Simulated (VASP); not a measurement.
# Ga (Im-3m) in VASP: notebook, part 2 of 2

VASP 6.6.1.

### 4 Single point, PBE

File INCAR:

```
PREC = Accurate ; ENCUT = 520
EDIFF = 1E-7 ; ISMEAR = 0
SIGMA = 0.1 ; LREAL = False
LASPH = True ; NELM = 80
ALGO = Normal ; ISIF = 2
LWAVE = False ; LCHARG = False
GGA = PE ; NBANDS = 12
```

File KPOINTS:

```
Automatic mesh
0
Gamma
  16 16 16
```

File POSCAR:

```
Ga
1.0
   -1.6883633414      1.6883633414      1.6883633414
    1.6883633414     -1.6883633414      1.6883633414
    1.6883633414      1.6883633414     -1.6883633414
Ga
1
Direct
    0.0000000000      0.0000000000      0.0000000000
```

Potentials or basis: VASP PAW PBE potentials, release 64 (Ga_d).

Command:

```sh
$ cat potpaw_PBE.64/Ga_d/POTCAR > POTCAR
$ mpirun -np 1 vasp_std > vasp.out
```

OUTCAR:

```text
PREC = Accurate
   ENCUT = 520
   EDIFF = 1E-7
   ISMEAR = 0
   LREAL = False
   LASPH = True
   NELM = 80
   ISIF = 2
   GGA = PE

 ion  position               nearest neighbor table
   1  0.000  0.000  0.000-

  LATTYP: Found a body centered cubic cell.
 ALAT       =     3.3767266828

  Lattice vectors:

 A1 = (  -1.6883633414,   1.6883633414,   1.6883633414)
 A2 = (   1.6883633414,  -1.6883633414,   1.6883633414)
 A3 = (   1.6883633414,   1.6883633414,  -1.6883633414)

Analysis of symmetry for initial positions (statically):
=====================================================================
 Subroutine PRICEL returns:
 Original cell was already a primitive cell.

 Routine SETGRP: Setting up the symmetry group for a
 body centered cubic supercell.

 Subroutine GETGRP returns: Found 48 space group operations
 (whereof 48 operations were pure point group operations)
 out of a pool of 48 trial point group operations.

The static configuration has the point symmetry O_h .

Analysis of symmetry for dynamics (positions and initial velocities):
=====================================================================
 Subroutine PRICEL returns:
[... 161 lines left out ...]
 Fermi energy:         5.3861349885

 k-point     1 :       0.0000    0.0000    0.0000
  band No.  band energies     occupation
      1      -9.5382      2.00000
      2      -9.5382      2.00000
      3      -9.5382      2.00000
      4      -9.3599      2.00000
      5      -9.3599      2.00000
      6      -5.5134      2.00000
      7      17.7000      0.00000
      8      17.7000      0.00000
      9      17.7000      0.00000
     10      22.3458      0.00000
     11      22.3458      0.00000
     12      22.3458      0.00000
[... 331 lines left out ...]
 k-point    24 :       0.2500    0.1875    0.0000
  band No.  band energies     occupation
      1      -9.5863      2.00000
      2      -9.5259      2.00000
      3      -9.3878      2.00000
      4      -9.3807      2.00000
      5      -9.3229      2.00000
      6      -1.5916      2.00000
      7       6.7105      0.00000
      8       8.7653      0.00000
      9      13.3632      0.00000
     10      19.2536      0.00000
     11      20.7195      0.00000
     12      24.1277      0.00000

 [... further k-points ...]
[... 5 lines left out ...]
  --------------------------------------------------------------------------------------
  -------------------------------------------------------------------------------------
  Total        0.0055281      0.0055281      0.0055281      0.0000000      0.0000000      0.0000000
  in kB        0.4600721      0.4600721      0.4600721      0.0000000      0.0000000      0.0000000
  external PRESSURE =       0.4600721 kB  Pullay stress =       0.0000000 kB

 VOLUME and BASIS-vectors are now :
 -----------------------------------------------------------------------------
  energy-cutoff  :      520.00
  volume of cell :       19.25
      direct lattice vectors                 reciprocal lattice vectors
    -1.688363341  1.688363341  1.688363341     0.000000000  0.296144786  0.296144786
     1.688363341 -1.688363341  1.688363341     0.296144786  0.000000000  0.296144786
     1.688363341  1.688363341 -1.688363341     0.296144786  0.296144786  0.000000000

 POSITION                                       TOTAL-FORCE (eV/Angst)
 -----------------------------------------------------------------------------------
      0.00000      0.00000      0.00000         0.000000      0.000000      0.000000
 -----------------------------------------------------------------------------------
    total drift:                                0.000000      0.000000      0.000000

  FREE ENERGIE OF THE ION-ELECTRON SYSTEM (eV)
  ---------------------------------------------------
  free  energy   TOTEN  =        -2.8681436555 eV

  energy  without entropy=       -2.8646604969  energy(sigma->0) =       -2.86640208
```

Run time: 20 s. Hardware: 1 thread of Intel Xeon Platinum 8259CL at 2.50GHz (Skylake/Cascade Lake), shared host; peak memory 0.16 GiB.

Results:

```yaml
Free_energy: -2.8681 eV
Pressure: 0.0 GPa
```

Levels at points of the mesh, in eV from the Fermi level:
```
           k point  band 3  band 4  band 5  band 6  band 7  band 8  band 9  band 10
(0.00, 0.00, 0.00)  -14.92  -14.75  -14.75  -10.90   12.31   12.31   12.31    16.96
(0.50, 0.00, 0.00)  -14.76  -14.74  -14.63   -4.49   -3.65    6.90    8.92    11.33
(0.50, 0.50, 0.50)  -14.66  -14.66  -14.66    1.28    1.60    1.60    1.60     5.73
```

### 5 Single point, PBE

This run uses another cell than the first one, of 19.19 Å³/atom, 0.997 times its volume.

File INCAR:

```
PREC     = Accurate       # precision mode
ENCUT    = 520            # plane-wave cutoff, eV
EDIFF    = 1E-6           # SCF threshold, eV
ISMEAR   = 0              # smearing method
SIGMA    = 0.1            # smearing width, eV
LREAL    = F              # projectors in reciprocal space
LASPH    = T              # aspherical terms in the spheres
NELM     = 80             # most SCF steps
ALGO     = Normal         # electronic algorithm
ISIF     = 2              # what is computed and relaxed
LWAVE    = F              # write WAVECAR
LCHARG   = F              # write CHGCAR
GGA      = PE             # functional
NBANDS   = 12             # bands
```

File KPOINTS:

```
Automatic mesh
0
Gamma
  18 18 18
```

File POSCAR:

```
Ga
1.0
   -1.6864766603      1.6864766603      1.6864766603
    1.6864766603     -1.6864766603      1.6864766603
    1.6864766603      1.6864766603     -1.6864766603
Ga
1
Direct
    0.0000000000      0.0000000000      0.0000000000
```

Potentials or basis: VASP PAW PBE potentials, release 64 (Ga_d).

Command:

```sh
$ cat potpaw_PBE.64/Ga_d/POTCAR > POTCAR
$ mpirun -np 1 vasp_std > vasp.out
```

OUTCAR:

```text
PREC = Accurate
   ENCUT = 520
   EDIFF = 1E-6
   ISMEAR = 0
   LREAL = F
   LASPH = T
   NELM = 80
   ISIF = 2
   GGA = PE

 ion  position               nearest neighbor table
   1  0.000  0.000  0.000-

  LATTYP: Found a body centered cubic cell.
 ALAT       =     3.3729533206

  Lattice vectors:

 A1 = (  -1.6864766603,   1.6864766603,   1.6864766603)
 A2 = (   1.6864766603,  -1.6864766603,   1.6864766603)
 A3 = (   1.6864766603,   1.6864766603,  -1.6864766603)

Analysis of symmetry for initial positions (statically):
[... 529 lines left out ...]
      4      -9.3402      2.00000
      5      -9.2476      2.00000
      6       0.0910      2.00000
      7       3.2309      2.00000
      8      10.4290      0.00000
      9      13.3301      0.00000
     10      17.7393      0.00000
     11      20.0789      0.00000
     12      24.5111      0.00000

 [... further k-points ...]
[... 5 lines left out ...]
  --------------------------------------------------------------------------------------
  -------------------------------------------------------------------------------------
  Total        0.0059656      0.0059656      0.0059656      0.0000000      0.0000000     -0.0000000
  in kB        0.4981501      0.4981501      0.4981501      0.0000000      0.0000000     -0.0000000
  external PRESSURE =       0.4981501 kB  Pullay stress =       0.0000000 kB

 VOLUME and BASIS-vectors are now :
 -----------------------------------------------------------------------------
  energy-cutoff  :      520.00
  volume of cell :       19.19
      direct lattice vectors                 reciprocal lattice vectors
    -1.686476660  1.686476660  1.686476660     0.000000000  0.296476086  0.296476086
     1.686476660 -1.686476660  1.686476660     0.296476086  0.000000000  0.296476086
     1.686476660  1.686476660 -1.686476660     0.296476086  0.296476086  0.000000000

 POSITION                                       TOTAL-FORCE (eV/Angst)
 -----------------------------------------------------------------------------------
      0.00000      0.00000      0.00000         0.000000     -0.000000      0.000000
 -----------------------------------------------------------------------------------
    total drift:                               -0.000000      0.000000     -0.000000

  FREE ENERGIE OF THE ION-ELECTRON SYSTEM (eV)
  ---------------------------------------------------
  free  energy   TOTEN  =        -2.8741485983 eV

  energy  without entropy=       -2.8715723723  energy(sigma->0) =       -2.87286049
```

Wall time 23 s (1 thread of Intel Xeon Platinum 8259CL at 2.50GHz (Skylake/Cascade Lake), shared host); peak memory 0.17 GiB.

Results:

```yaml
Free_energy: -2.8741 eV
Pressure: 0.0 GPa
```

Levels at points of the mesh, in eV from the Fermi level:
| k point | band 3 | band 4 | band 5 | band 6 | band 7 | band 8 | band 9 | band 10 |
| --- | --- | --- | --- | --- | --- | --- | --- | --- |
| (0.00, 0.00, 0.00) | -14.95 | -14.77 | -14.77 | -10.95 | 12.33 | 12.33 | 12.33 | 16.97 |
| (0.50, 0.00, 0.00) | -14.78 | -14.77 | -14.66 | -4.52 | -3.69 | 6.89 | 8.91 | 11.32 |
| (0.50, 0.50, 0.50) | -14.69 | -14.69 | -14.69 | 1.28 | 1.58 | 1.58 | 1.58 | 5.71 |

### 6 Relaxation of cell and atoms, PBE

This run uses another cell than the first one, of 21.10 Å³/atom, 1.096 times its volume.

File INCAR:

```
PREC = Accurate ; ENCUT = 600
EDIFF = 1E-6 ; ISMEAR = 0
SIGMA = 0.1 ; LREAL = False
LASPH = True ; NELM = 80
ALGO = Normal ; ISIF = 3
LWAVE = False ; LCHARG = False
GGA = PE ; IBRION = 2
NSW = 100 ; EDIFFG = -0.01
```

File KPOINTS:

```
Automatic mesh
0
Gamma
  16 16 16
```

File POSCAR:

```
Ga
1.0
   -1.7406372864      1.7406372864      1.7406372864
    1.7406372864     -1.7406372864      1.7406372864
    1.7406372864      1.7406372864     -1.7406372864
Ga
1
Direct
    0.0000000000      0.0000000000      0.0000000000
```

Potentials or basis: VASP PAW PBE potentials, release 64 (Ga_d).

Command:

```sh
$ cat potpaw_PBE.64/Ga_d/POTCAR > POTCAR
$ mpirun -np 1 vasp_std > vasp.out
```

OUTCAR:

```text
PREC = Accurate
   ENCUT = 600
   EDIFF = 1E-6
   ISMEAR = 0
   LREAL = False
   LASPH = True
   NELM = 80
   ISIF = 3
   GGA = PE
   IBRION = 2
   NSW = 100
   EDIFFG = -0.01

 ion  position               nearest neighbor table
   1  0.000  0.000  0.000-

  LATTYP: Found a body centered cubic cell.
 ALAT       =     3.4812745728

  Lattice vectors:

 A1 = (  -1.7406372864,   1.7406372864,   1.7406372864)
 A2 = (   1.7406372864,  -1.7406372864,   1.7406372864)
 A3 = (   1.7406372864,   1.7406372864,  -1.7406372864)

Analysis of symmetry for initial positions (statically):
=====================================================================
 Subroutine PRICEL returns:
 Original cell was already a primitive cell.

 Routine SETGRP: Setting up the symmetry group for a
 body centered cubic supercell.
[... 282 lines left out ...]

 val. band max:        5.3968649839   @ k =   0.2500   0.2500   0.2500
 cond. band min:       5.4026732686   @ k =  -0.4375   0.5000   0.3125
 fundamental gap:      0.0058082847
 Fermi energy:         5.4019709128

 k-point     1 :       0.0000    0.0000    0.0000
  band No.  band energies     occupation
      1      -9.5249      2.00000
      2      -9.5249      2.00000
      3      -9.5249      2.00000
      4      -9.3459      2.00000
      5      -9.3459      2.00000
      6      -5.5106      2.00000
      7      17.7368      0.00000
      8      17.7368      0.00000
      9      17.7368      0.00000
     10      22.3793      0.00000
[... 287 lines left out ...]
 k-point    24 :       0.2500    0.1875    0.0000
  band No.  band energies     occupation
      1      -9.5733      2.00000
      2      -9.5127      2.00000
      3      -9.3739      2.00000
      4      -9.3668      2.00000
      5      -9.3088      2.00000
      6      -1.5832      2.00000
      7       6.7297      0.00000
      8       8.7843      0.00000
      9      13.3887      0.00000
     10      19.2859      0.00000

 [... further k-points ...]
[... 5 lines left out ...]
  --------------------------------------------------------------------------------------
  -------------------------------------------------------------------------------------
  Total       -0.0052916     -0.0052916     -0.0052916     -0.0000000     -0.0000000      0.0000000
  in kB       -0.4411618     -0.4411618     -0.4411618     -0.0000000     -0.0000000      0.0000000
  external PRESSURE =      -0.4411618 kB  Pullay stress =       0.0000000 kB
[... 16 lines left out ...]
  FREE ENERGIE OF THE ION-ELECTRON SYSTEM (eV)
  ---------------------------------------------------
  free  energy   TOTEN  =        -2.8685750130 eV

  energy  without entropy=       -2.8650953246  energy(sigma->0) =       -2.86683517

 reached required accuracy - stopping structural energy minimisation
```

Wall time 37 s (1 thread of Intel Xeon Platinum 8259CL at 2.50GHz (Skylake/Cascade Lake), shared host); peak memory 0.17 GiB.

What came out:

| Item | Value |
| --- | --- |
| Free energy | -2.8686 eV |
| Relaxed volume | 19.22 Å³/atom |
| Relaxed cell | a = 2.923 Å, b = 2.923 Å, c = 2.923 Å, α = 109.47°, β = 109.47°, γ = 109.47° |
| Space group after relaxing (to 0.05 Å) | Im-3m (No. 229) |
| Energy gained by relaxing | 20.4 meV/atom |
| Ionic steps | 4 |
| Pressure after relaxing | 0.0 GPa |

Step by step:
```csv
step,energy change (eV),largest force (eV/Å),pressure (GPa),volume (Å³)
1,0.0000,0.0000,-3.32,21.10
2,-0.0184,0.0000,-1.21,19.79
3,-0.0202,0.0000,0.25,19.11
4,-0.0204,0.0000,-0.04,19.22
```

Final structure:
```
CELL_PARAMETERS angstrom
-1.68738 1.68738 1.68738
1.68738 -1.68738 1.68738
1.68738 1.68738 -1.68738
ATOMIC_POSITIONS crystal
Ga 0.00000 0.00000 0.00000
```

### 7 The runs side by side

| task | cell | k mesh | cutoff (eV) | gap on the mesh (eV) | pressure (GPa) | relaxed volume (Å³/atom) |
| --- | --- | --- | --- | --- | --- | --- |
| relaxation of cell and atoms | relaxed from a = 2.924 Å, angles 109.5°, 1 atom | 18 × 18 × 18 | 600 | none | 0.0 | 19.20 |
| single point | a = 3.015 Å, angles 109.5°, 1 atom | 8 × 8 × 8 | 520 | none | -3.2 | - |
| single point | a = 2.924 Å, angles 109.5°, 1 atom | 16 × 16 × 16 | 520 | none | 0.0 | - |
| single point | a = 2.921 Å, angles 109.5°, 1 atom | 18 × 18 × 18 | 520 | none | 0.0 | - |
| relaxation of cell and atoms | relaxed from a = 3.015 Å, angles 109.5°, 1 atom | 16 × 16 × 16 | 600 | none | 0.0 | 19.22 |

Alike in all rows: level PBE; potentials or basis VASP PAW PBE potentials, release 64 (Ga_d); no spin polarisation; smearing gaussian 0.1 eV.

Absolute energies hang on the potentials; compare differences alone.
